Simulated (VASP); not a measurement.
A run of VASP 6.6.1:

INCAR

```
SYSTEM = Si2W
PREC = Accurate
ENCUT = 520
EDIFF = 1E-6
ISMEAR = -1
SIGMA = 0.08
LREAL = .FALSE.
LASPH = .TRUE.
NELM = 60
ALGO = Normal
ISIF = 2
LWAVE = .FALSE.
LCHARG = .FALSE.
GGA = PE
NBANDS = 18
```

The input KPOINTS:

```
Automatic mesh
0
G
  9 9 9
  0 0 0
```

The input POSCAR:

```
Si2W
1.0
    0.0000000000      2.7378232104      2.7378232104
    2.7378232104      0.0000000000      2.7378232104
    2.7378232104      2.7378232104      0.0000000000
W Si
1 2
Direct
    0.0000000000      0.0000000000      0.0000000000
    0.2500000000      0.2500000000      0.2500000000
    0.7500000000      0.7500000000      0.7500000000
```

Potentials or basis: VASP PAW PBE potentials, release 64 (W_sv, Si).

Run with:

```sh
$ cat potpaw_PBE.64/W_sv/POTCAR potpaw_PBE.64/Si/POTCAR > POTCAR
$ mpirun -np 1 vasp_std > vasp.out
```

Hardware: 1 thread of Intel Xeon 8259CL, on a shared host.

How long does it take, and how much memory?

It took 42 s on 1 thread of Intel Xeon 8259CL, on a shared host, peak memory 0.18 GiB. Counts: scf iterations 11, k points 35.
